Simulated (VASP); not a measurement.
Here is a VASP 6.6.1 calculation.

File INCAR:

```
SYSTEM = CdS
ALGO     = Normal         ! electronic algorithm
EDIFF    = 1E-6           ! SCF threshold, eV
ENCUT    = 520            ! plane-wave cutoff, eV
GGA      = PE             ! functional
ISIF     = 2              ! what is computed and relaxed
ISMEAR   = -1             ! smearing method
LASPH    = .True.         ! aspherical terms in the spheres
LCHARG   = .True.         ! write CHGCAR
LELF     = .True.         ! ELF
LREAL    = .False.        ! projectors in reciprocal space
LVHAR    = .True.       
LWAVE    = .False.        ! write WAVECAR
NBANDS   = 16             ! bands
NELM     = 80             ! most SCF steps
PREC     = Accurate       ! precision mode
SIGMA    = 0.08           ! smearing width, eV
```

Contents of KPOINTS:

```
k-points
0
Gamma
  13 13 13
  0 0 0
```

Contents of POSCAR:

```
CdS
1.0
    3.3260718240      0.0000000000      0.0000000000
    0.0000000000      3.3260718240      0.0000000000
    0.0000000000      0.0000000000      3.3260718240
Cd S
1 1
Direct
    0.0000000000      0.0000000000      0.0000000000
    0.5000000000      0.5000000000      0.5000000000
```

Potentials or basis: VASP PAW PBE potentials, release 64 (Cd, S).

Run with:

```sh
$ cat potpaw_PBE.64/Cd/POTCAR potpaw_PBE.64/S/POTCAR > POTCAR
$ mpirun -np 1 vasp_std > vasp.out
```

(1) What does it give for the band gap on the k mesh?

(2) Estimate the pressure.

Results:

(1) zero (band 9 reaches 4.59 eV, above the bottom of band 10 at 3.85 eV).

(2) 6.6 GPa.
